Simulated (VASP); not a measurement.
Here is a VASP 6.6.1 calculation.

The input INCAR:

```
PREC = Accurate
ENCUT = 600
EDIFF = 1E-8
ISMEAR = -1
SIGMA = 0.15
LREAL = F
LASPH = T
NELM = 80
ALGO = Fast
ISIF = 3
LWAVE = F
LCHARG = F
GGA = PE
IVDW = 12
IBRION = 6
NFREE = 2
POTIM = 0.015
NSW = 1
```

The input KPOINTS:

```
regular mesh
0
Gamma
  18 18 18
```

Contents of POSCAR:

```
Al
1.0
    0.0000000000      1.9920758076      1.9920758076
    1.9920758076      0.0000000000      1.9920758076
    1.9920758076      1.9920758076      0.0000000000
Al
1
Direct
    0.0000000000      0.0000000000      0.0000000000
```

Potentials or basis: VASP PAW PBE potentials, release 64 (Al).

Command:

```console
$ cat potpaw_PBE.64/Al/POTCAR > POTCAR
$ mpirun -np 1 vasp_std > vasp.out
```

Predict the elastic constants C11, C12, C44.

121, 69, 34 GPa.

What does it give for the Voigt bulk modulus?

86 GPa.

Estimate the dispersion energy per atom.

-0.352 eV.

Elastic tensor in Voigt notation (GPa, in the Cartesian axes of the cell as first typed):
```
121  69  69   0   0   0
 69 121  69   0   0   0
 69  69 121   0   0   0
  0   0   0  34   0   0
  0   0   0   0  34   0
  0   0   0   0   0  34
```
